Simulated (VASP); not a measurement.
# Bi2Te3 in VASP: notebook, part 2 of 2

VASP 6.6.1. The steps go on from the part before.

### 3 Single point, PBE+D3(BJ) (a layer taken out of the bulk)

INCAR reads:

```
  PREC = Accurate
  ENCUT = 520
  EDIFF = 1E-6
  ISMEAR = 0
  SIGMA = 0.02
  LREAL = False
  LASPH = True
  NELM = 80
  ALGO = Normal
  ISIF = 2
  LWAVE = False
  LCHARG = True
  LDIPOL = True
  IDIPOL = 3
  DIPOL = 0.5 0.5 0.500
  GGA = PE
  IVDW = 12
  LELF = True
  LVHAR = True
  LVACPOTAV = True
  NBANDS = 32
```

KPOINTS reads:

```
Automatic mesh
0
Gamma
  6 6 1
```

POSCAR reads:

```
Bi2Te3
1.0
    4.3497386139      0.0000000000      0.0000000000
   -2.1748693070      3.7669841394      0.0000000000
    0.0000000000      0.0000000000     41.0301608556
Te Bi
3 2
Direct
    0.0000000000      0.0000000000      0.4076965287
    0.6666666667      0.3333333333      0.5000000000
    0.3333333333      0.6666666667      0.5923034713
    0.3333333333      0.6666666667      0.4501853782
    0.0000000000      0.0000000000      0.5498146218
```

Potentials or basis: VASP PAW PBE potentials, release 64 (Te, Bi_d).

Run with:

```console
cat potpaw_PBE.64/Te/POTCAR potpaw_PBE.64/Bi_d/POTCAR > POTCAR
mpirun -np 1 vasp_std > vasp.out
```

OUTCAR:

```text
PREC = Accurate
   ENCUT = 520
   EDIFF = 1E-6
   ISMEAR = 0
   LREAL = False
   LASPH = True
   NELM = 80
   ISIF = 2
   GGA = PE
   IVDW = 12
 IVDW          = 12

 ion  position               nearest neighbor table
   1  0.000  0.000  0.408-   4 3.06   4 3.06   4 3.06
   2  0.667  0.333  0.500-   4 3.24   4 3.24   5 3.24   5 3.24   5 3.24   4 3.24
   3  0.333  0.667  0.592-   5 3.06   5 3.06   5 3.06
   4  0.333  0.667  0.450-   1 3.06   1 3.06   1 3.06   2 3.24   2 3.24   2 3.24
   5  0.000  0.000  0.550-   3 3.06   3 3.06   3 3.06   2 3.24   2 3.24   2 3.24

  LATTYP: Found a hexagonal cell.
 ALAT       =     4.3497386139
 C/A-ratio  =     9.4327876908

  Lattice vectors:

 A1 = (   4.3497386139,   0.0000000000,   0.0000000000)
 A2 = (  -2.1748693070,   3.7669841394,   0.0000000000)
 A3 = (   0.0000000000,   0.0000000000,  41.0301608556)

Analysis of symmetry for initial positions (statically):
=====================================================================
 Subroutine PRICEL returns:
 Original cell was already a primitive cell.

 Routine SETGRP: Setting up the symmetry group for a
 hexagonal supercell.

 Subroutine GETGRP returns: Found 12 space group operations
 (whereof  6 operations were pure point group operations)
 out of a pool of 24 trial point group operations.

The static configuration has the point symmetry C_3v.
 The point group associated with its full space group is D_3d.

Analysis of symmetry for dynamics (positions and initial velocities):
=====================================================================
 Subroutine PRICEL returns:
 Original cell was already a primitive cell.

 Routine SETGRP: Setting up the symmetry group for a
 hexagonal supercell.

 Subroutine GETGRP returns: Found 12 space group operations
 (whereof  6 operations were pure point group operations)
 out of a pool of 24 trial point group operations.

The dynamic configuration has the point symmetry C_3v.
 The point group associated with its full space group is D_3d.

[... 110 lines left out ...]
   LORBIT       =      0    0 simple, 1 ext, 2 COOP (PROOUT), +10 PAW based schemes
   GGA     = PE    functional components
   LHFCALC =     F    Hartree Fock is set to
   AEXX    =    0.0000 exact exchange contribution
   IVDW    =    12    specifies the selected vdW correction
   LEPSILON=     F    determine dielectric tensor
   LRPA    =     F    only Hartree local field effects (RPA)
 non-spin polarized calculation
 Gauss-broadening in eV      SIGMA  =   0.02
  energy-cutoff  :      520.00
  volume of cell :      672.30
 maximum number of plane-waves:     18149
   NGX = 17   NGY = 17   NGZ =153

 number of electron      48.0000000 magnetization

 dipolmoment           0.000000      0.000000      0.000001 electrons x Angstroem

 Free energy of the ion-electron system (eV)
  ---------------------------------------------------
  ext. energy  EPLUGINS =         0.00000000
  ---------------------------------------------------
  free energy    TOTEN  =       -18.31792786 eV

  energy without entropy =      -18.31792786  energy(sigma->0) =      -18.31792786

 E-fermi :  -2.4700     XC(G=0):  -2.6788

 val. band max:       -2.6504958857   @ k =   0.1667  -0.0000   0.0000
 cond. band min:      -1.5532541251   @ k =   0.0000   0.0000   0.0000
 fundamental gap:      1.0972417606
 Fermi energy:        -2.4699663744

 k-point     1 :       0.0000    0.0000    0.0000
  band No.  band energies     occupation
      1     -25.2684      2.00000
      2     -25.2684      2.00000
      3     -25.2670      2.00000
      4     -25.2670      2.00000
      5     -25.2586      2.00000
      6     -25.2573      2.00000
[... 234 lines left out ...]
     31       3.8590      0.00000
     32       3.8590      0.00000

------------------------ aborting loop because EDIFF is reached ----------------------------------------

 Edisp (eV)   -1.78539

 E8    (eV) :    -0.8789

  FORCE on cell =-STRESS in cart. coord.  units (eV):
  Direction    XX          YY          ZZ          XY          YZ          ZX
  --------------------------------------------------------------------------------------
  -------------------------------------------------------------------------------------
  Total      -0.00996    -0.00996     0.00684     0.00000     0.00000     0.00000
  in kB      -0.02373    -0.02373     0.01630     0.00000     0.00000     0.00000
  external pressure =       -0.01 kB  Pullay stress =        0.00 kB

 VOLUME and BASIS-vectors are now :
 -----------------------------------------------------------------------------
  energy-cutoff  :      520.00
  volume of cell :      672.30
      direct lattice vectors                 reciprocal lattice vectors
     4.349738614  0.000000000  0.000000000     0.229898872  0.132732176  0.000000000
    -2.174869307  3.766984139  0.000000000     0.000000000  0.265464351  0.000000000
     0.000000000  0.000000000 41.030160856     0.000000000  0.000000000  0.024372315

 POSITION                                       TOTAL-FORCE (eV/Angst)
 -----------------------------------------------------------------------------------
      0.00000      0.00000     16.72785        -0.000000      0.000000     -0.011914
      2.17487      1.25566     20.51508         0.000000      0.000000      0.000000
     -0.00000      2.51132     24.30231         0.000000      0.000000      0.011914
     -0.00000      2.51132     18.47118         0.000000      0.000000      0.011046
      0.00000      0.00000     22.55898        -0.000000     -0.000000     -0.011046
 -----------------------------------------------------------------------------------
    total drift:                                0.000000     -0.000000      0.000030

  FREE ENERGIE OF THE ION-ELECTRON SYSTEM (eV)
  ---------------------------------------------------
  free  energy   TOTEN  =       -20.1033206290 eV

  energy  without entropy=      -20.1033206290  energy(sigma->0) =      -20.10332063

 vacuum level on the upper side and lower side of the slab         2.764         2.764
```

stdout:

```text
POSCAR found type information on POSCAR TeBi
 POSCAR found :  2 types and       5 ions
 scaLAPACK will be used
 LDA part: xc-table for (Slater+PW92), standard interpolation
 POSCAR, INCAR and KPOINTS ok, starting setup
 FFT: planning ... GRIDC
 FFT: planning ... GRID_SOFT
 FFT: planning ... GRID
 WAVECAR not read
 entering main loop
 -----------------------------------------------------------------------------
|                                                                             |
|           W    W    AA    RRRRR   N    N  II  N    N   GGGG   !!!           |
|           W    W   A  A   R    R  NN   N  II  NN   N  G    G  !!!           |
|           W    W  A    A  R    R  N N  N  II  N N  N  G       !!!           |
|           W WW W  AAAAAA  RRRRR   N  N N  II  N  N N  G  GGG   !            |
|           WW  WW  A    A  R   R   N   NN  II  N   NN  G    G                |
|           W    W  A    A  R    R  N    N  II  N    N   GGGG   !!!           |
|                                                                             |
|     Did not find any points to average over, which means that no vacuum     |
|     field-free region was found. Please increase the size of  your cell     |
|     in the dimension of the dipole correction to obtain accurate            |
|     workfunction values.                                                    |
|                                                                             |
 -----------------------------------------------------------------------------
```

Wall time 4.6 min (1 thread of AMD EPYC 7R13 (Zen 3), shared host); peak memory 0.69 GiB.

Results:

* Free energy: -20.1033 eV
* Largest force: 0.012 eV/Å
* Band gap on the k mesh: 1.10 eV (least direct gap 1.34 eV)
* Dispersion energy per atom: -0.357 eV

Forces in eV/Å, atoms in the order of the input:
```
Te   0.000  0.000 -0.012
Te   0.000  0.000  0.000
Te   0.000  0.000  0.012
Bi   0.000  0.000  0.011
Bi   0.000  0.000 -0.011
```

Caveat: the cell differs from its parent crystal (a layer taken out of the bulk); spin-orbit coupling is left out, which moves the levels of the heavy elements.

### 4 Single point, PBE+D3(BJ) (a layer taken out of the bulk)

INCAR reads:

```
PREC = Accurate
ENCUT = 520
EDIFF = 1E-6
ISMEAR = 0
SIGMA = 0.02
LREAL = F
LASPH = T
NELM = 60
ALGO = Normal
ISIF = 2
LWAVE = F
LCHARG = T
LDIPOL = T
IDIPOL = 3
DIPOL = 0.5 0.5 0.500
GGA = PE
IVDW = 12
LELF = T
LVHAR = T
LVACPOTAV = T
NBANDS = 32
```

KPOINTS reads:

```
regular mesh
0
Gamma
  6 6 1
```

POSCAR reads:

```
Bi2Te3
1.0
    4.3850380775      0.0000000000      0.0000000000
   -2.1925190388      3.7975543717      0.0000000000
    0.0000000000      0.0000000000     41.0301608556
Te Bi
3 2
Direct
    0.0000000000      0.0000000000      0.4084200467
    0.6666666667      0.3333333333      0.5000000000
    0.3333333333      0.6666666667      0.5915799533
    0.3333333333      0.6666666667      0.4506539329
    0.0000000000      0.0000000000      0.5493460671
```

Potentials or basis: VASP PAW PBE potentials, release 64 (Te, Bi_d).

Run with:

```console
cat potpaw_PBE.64/Te/POTCAR potpaw_PBE.64/Bi_d/POTCAR > POTCAR
mpirun -np 1 vasp_std > vasp.out
```

OUTCAR:

```text
PREC = Accurate
   ENCUT = 520
   EDIFF = 1E-6
   ISMEAR = 0
   LREAL = F
   LASPH = T
   NELM = 60
   ISIF = 2
   GGA = PE
   IVDW = 12
 IVDW          = 12

 ion  position               nearest neighbor table
   1  0.000  0.000  0.408-   4 3.07   4 3.07   4 3.07
   2  0.667  0.333  0.500-   4 3.24   4 3.24   5 3.24   5 3.24   5 3.24   4 3.24
   3  0.333  0.667  0.592-   5 3.07   5 3.07   5 3.07
   4  0.333  0.667  0.451-   1 3.07   1 3.07   1 3.07   2 3.24   2 3.24   2 3.24
   5  0.000  0.000  0.549-   3 3.07   3 3.07   3 3.07   2 3.24   2 3.24   2 3.24

  LATTYP: Found a hexagonal cell.
 ALAT       =     4.3850380775
[... 438 lines left out ...]
  -------------------------------------------------------------------------------------
  Total      -0.64135    -0.64135    -0.06289     0.00000     0.00000     0.00000
  in kB      -1.50391    -1.50391    -0.14748     0.00000     0.00000     0.00000
  external pressure =       -1.05 kB  Pullay stress =        0.00 kB

 VOLUME and BASIS-vectors are now :
 -----------------------------------------------------------------------------
  energy-cutoff  :      520.00
  volume of cell :      683.25
      direct lattice vectors                 reciprocal lattice vectors
     4.385038077  0.000000000  0.000000000     0.228048191  0.131663684  0.000000000
    -2.192519039  3.797554372  0.000000000     0.000000000  0.263327369  0.000000000
     0.000000000  0.000000000 41.030160856     0.000000000  0.000000000  0.024372315

 POSITION                                       TOTAL-FORCE (eV/Angst)
 -----------------------------------------------------------------------------------
      0.00000      0.00000     16.75754        -0.000000     -0.000000      0.023156
      2.19252      1.26585     20.51508         0.000000      0.000000      0.000000
     -0.00000      2.53170     24.27262         0.000000      0.000000     -0.023156
     -0.00000      2.53170     18.49040        -0.000000      0.000000     -0.036399
      0.00000      0.00000     22.53976         0.000000     -0.000000      0.036399
 -----------------------------------------------------------------------------------
    total drift:                                0.000000     -0.000000      0.000000

  FREE ENERGIE OF THE ION-ELECTRON SYSTEM (eV)
  ---------------------------------------------------
  free  energy   TOTEN  =       -20.0983918203 eV

  energy  without entropy=      -20.0983918203  energy(sigma->0) =      -20.09839182

 vacuum level on the upper side and lower side of the slab         2.726         2.726
```

Run time: 6.5 min. Hardware: 1 thread of AMD EPYC 7R13 (Zen 3), shared host; peak memory 0.82 GiB.

Results:

```
Free energy                            : -20.0984 eV
Largest force                          : 0.036 eV/Å
Band gap on the k mesh                 : 1.02 eV (least direct gap 1.30 eV)
Dispersion energy per atom             : -0.353 eV
Ionisation potential of the upper face : 5.46 eV
```

Forces in eV/Å, atoms in the order of the input:
```
Te   0.000  0.000  0.023
Te   0.000  0.000  0.000
Te   0.000  0.000 -0.023
Bi   0.000  0.000 -0.036
Bi   0.000  0.000  0.036
```

Caveat: the cell differs from its parent crystal (a layer taken out of the bulk); spin-orbit coupling is left out, which moves the levels of the heavy elements.

### 5 Single point, PBE+D3(BJ) (biaxial strain +0.020, then relaxed in part)

INCAR reads:

```
SYSTEM = Bi2Te3
ALGO = Normal
DIPOL = 0.5 0.5 0.500
EDIFF = 1E-6
ENCUT = 520
GGA = PE
IDIPOL = 3
ISIF = 2
ISMEAR = 0
IVDW = 12
LASPH = .TRUE.
LCHARG = .TRUE.
LDIPOL = .TRUE.
LELF = .TRUE.
LREAL = .FALSE.
LVACPOTAV = .TRUE.
LVHAR = .TRUE.
LWAVE = .FALSE.
NBANDS = 32
NELM = 60
PREC = Accurate
SIGMA = 0.02
```

KPOINTS reads:

```
k-points
0
G
  6 6 1
  0 0 0
```

POSCAR reads:

```
Bi2Te3
1.0
    4.4367333862      0.0000000000      0.0000000000
   -2.2183666931      3.8423238222      0.0000000000
    0.0000000000      0.0000000000     41.0301608556
Te Bi
3 2
Direct
    0.0000000000      0.0000000000      0.4095977444
    0.6666666667      0.3333333333      0.5000000000
    0.3333333333      0.6666666667      0.5904022556
    0.3333333333      0.6666666667      0.4510998520
    0.0000000000      0.0000000000      0.5489001480
```

Run with:

```console
cat potpaw_PBE.64/Te/POTCAR potpaw_PBE.64/Bi_d/POTCAR > POTCAR
mpirun -np 1 vasp_std > vasp.out
```

Wall time 4.1 min (1 thread of AMD EPYC 7R13 (Zen 3), shared host); peak memory 0.79 GiB.

The run converged. Its results:

* Free energy: -20.0751 eV
* Largest force: 0.009 eV/Å
* Band gap on the k mesh: 0.91 eV (least direct gap 1.23 eV)
* Dispersion energy per atom: -0.347 eV

Forces on the atoms (eV/Å):
```
Te   0.000  0.000 -0.009
Te   0.000  0.000  0.000
Te   0.000  0.000  0.009
Bi   0.000  0.000  0.009
Bi   0.000  0.000 -0.009
```

Levels at points of the mesh, in eV from the valence-band top:
| k point | band 20 | band 21 | band 22 | band 23 | band 24 | band 25 | band 26 | band 27 | band 28 | band 29 |
| --- | --- | --- | --- | --- | --- | --- | --- | --- | --- | --- |
| (0.00, 0.00, 0.00) | -0.86 | -0.68 | -0.47 | -0.32 | -0.32 | 0.91 | 1.58 | 1.58 | 2.31 | 2.58 |
| (0.50, 0.00, 0.00) | -1.89 | -1.62 | -0.85 | -0.56 | -0.47 | 1.57 | 2.34 | 2.48 | 3.39 | 3.92 |

Caveat: the cell differs from its parent crystal (biaxial strain +0.020, then relaxed in part); spin-orbit coupling is left out, which moves the levels of the heavy elements.

### 6 Single point, PBE+D3(BJ) (biaxial strain +0.040, then relaxed in part)

INCAR reads:

```
ALGO = Normal
DIPOL = 0.5 0.5 0.500
EDIFF = 1E-7
ENCUT = 520
GGA = PE
IDIPOL = 3
ISIF = 2
ISMEAR = 0
IVDW = 12
LASPH = True
LCHARG = False
LDIPOL = True
LREAL = False
LWAVE = False
NBANDS = 32
NELM = 80
PREC = Accurate
SIGMA = 0.02
```

KPOINTS reads:

```
k-points
0
Gamma
  6 6 1
```

POSCAR reads:

```
Bi2Te3
1.0
    4.5237281585      0.0000000000      0.0000000000
   -2.2618640793      3.9176635050      0.0000000000
    0.0000000000      0.0000000000     41.0301608556
Te Bi
3 2
Direct
    0.0000000000      0.0000000000      0.4114199248
    0.6666666667      0.3333333333      0.5000000000
    0.3333333333      0.6666666667      0.5885800752
    0.3333333333      0.6666666667      0.4519435073
    0.0000000000      0.0000000000      0.5480564927
```

Potentials or basis: VASP PAW PBE potentials, release 64 (Te, Bi_d).

Run with:

```console
cat potpaw_PBE.64/Te/POTCAR potpaw_PBE.64/Bi_d/POTCAR > POTCAR
mpirun -np 1 vasp_std > vasp.out
```

Run time: 5 min. Hardware: 1 thread of AMD EPYC 7R13 (Zen 3), shared host; peak memory 0.84 GiB.

It converged, with:

```
Free energy                : -19.9948 eV
Largest force              : 0.011 eV/Å
Band gap on the k mesh     : 0.73 eV (least direct gap 1.13 eV)
Dispersion energy per atom : -0.337 eV
```

Forces on the atoms (eV/Å):
```
Te   0.000  0.000  0.000
Te   0.000  0.000  0.000
Te   0.000  0.000  0.000
Bi   0.000  0.000  0.011
Bi   0.000  0.000 -0.011
```

Levels at points of the mesh, in eV from the valence-band top:
```csv
k point,band 22,band 23,band 24,band 25,band 26,band 27
"(0.00, 0.00, 0.00)",-0.50,-0.39,-0.39,0.73,1.52,1.52
"(0.50, 0.00, 0.00)",-0.69,-0.48,-0.44,1.55,2.38,2.69
```

Caveat: the cell differs from its parent crystal (biaxial strain +0.040, then relaxed in part); spin-orbit coupling is left out, which moves the levels of the heavy elements.

### 7 Relaxation of the atoms, PBE+D3(BJ) (biaxial strain -0.020)

INCAR reads:

```
  PREC = Accurate
  ENCUT = 520
  EDIFF = 1E-7
  ISMEAR = 0
  SIGMA = 0.02
  LREAL = F
  LASPH = T
  NELM = 80
  ALGO = Normal
  ISIF = 2
  LWAVE = F
  LCHARG = F
  LDIPOL = T
  IDIPOL = 3
  DIPOL = 0.5 0.5 0.500
  GGA = PE
  IVDW = 12
  IBRION = 2
  NSW = 60
  EDIFFG = -0.01
```

KPOINTS reads:

```
regular mesh
0
Gamma
  6 6 1
```

POSCAR reads:

```
Bi2Te3
1.0
    4.2627438416      0.0000000000      0.0000000000
   -2.1313719208      3.6916444567      0.0000000000
    0.0000000000      0.0000000000     41.0301608556
Te Bi
3 2
Direct
    0.0000000000      0.0000000000      0.4076965287
    0.6666666667      0.3333333333      0.5000000000
    0.3333333333      0.6666666667      0.5923034713
    0.3333333333      0.6666666667      0.4501853782
    0.0000000000      0.0000000000      0.5498146218
```

Run with:

```console
cat potpaw_PBE.64/Te/POTCAR potpaw_PBE.64/Bi_d/POTCAR > POTCAR
mpirun -np 1 vasp_std > vasp.out
```

It took 32 min on 1 thread of Oxide Virtual Turin-like, shared host; peak memory 0.77 GiB.

It converged, with:

| Item | Value |
| --- | --- |
| Free energy | -20.0732 eV |
| Energy gained by relaxing | 3.9 meV/atom |
| Ionic steps | 10 |
| Band gap on the k mesh | 1.31 eV (least direct gap 1.45 eV) |
| Dispersion energy per atom | -0.368 eV |

Step by step:
```csv
step,energy change (eV),largest force (eV/Å),pressure (GPa)
1,0.0000,0.3036,0.55
2,-0.0073,0.1669,0.48
3,-0.0091,0.1645,0.42
4,-0.0120,0.1420,0.39
5,-0.0180,0.0773,0.30
6,-0.0170,0.0530,0.14
7,-0.0196,0.0205,0.23
8,-0.0196,0.0236,0.23
9,-0.0197,0.0155,0.25
10,-0.0197,0.0017,0.24
```

Final structure:
```xyz
5
Lattice="4.2627 0.0000 0.0000 -2.1314 3.6916 0.0000 0.0000 0.0000 41.0302" Properties=species:S:1:pos:R:3 pbc="T T T"
Te    0.0000    0.0000   16.6481
Te    2.1314    1.2305   20.5151
Te    0.0000    2.4611   24.3821
Bi    0.0000    2.4611   18.4337
Bi    0.0000    0.0000   22.5964
```

Levels at points of the mesh, in eV from the valence-band top:
```tsv
k point	band 20	band 21	band 22	band 23	band 24	band 25	band 26	band 27	band 28
(0.00, 0.00, 0.00)	-0.66	-0.66	-0.31	-0.13	-0.13	1.31	1.75	1.75	2.67
(0.50, 0.00, 0.00)	-1.89	-1.87	-1.26	-0.66	-0.49	1.58	1.99	2.26	3.40
```

Caveat: the cell differs from its parent crystal (biaxial strain -0.020); spin-orbit coupling is left out, which moves the levels of the heavy elements.

### 8 The runs side by side

```csv
task,cell,gap on the mesh (eV),largest force (eV/Å)
single point,"a = 4.263, b = 4.263, c = 41.030 Å, angles 90.0, 90.0, 120.0°, 5 atoms, atomic positions A",1.31,0.01
single point,"a = 4.350, b = 4.350, c = 41.030 Å, angles 90.0, 90.0, 120.0°, 5 atoms, atomic positions B",1.10,0.01
single point,"a = 4.385, b = 4.385, c = 41.030 Å, angles 90.0, 90.0, 120.0°, 5 atoms, atomic positions C",1.02,0.04
single point,"a = 4.437, b = 4.437, c = 41.030 Å, angles 90.0, 90.0, 120.0°, 5 atoms, atomic positions D",0.91,0.01
single point,"a = 4.524, b = 4.524, c = 41.030 Å, angles 90.0, 90.0, 120.0°, 5 atoms, atomic positions E",0.73,0.01
relaxation of the atoms,"atoms relaxed from a = 4.263, b = 4.263, c = 41.030 Å, angles 90.0, 90.0, 120.0°, 5 atoms, atomic positions B",1.31,-
```

Alike in all rows: level PBE+D3(BJ); potentials or basis VASP PAW PBE potentials, release 64 (Te, Bi_d); no spin polarisation; k mesh 6 × 6 × 1; cutoff (eV) 520; smearing gaussian 0.02 eV.

Caveats: spin-orbit coupling is left out, which moves the levels of the heavy elements.

Total energies depend on the potentials used, so only differences within one code and one set of settings carry meaning.
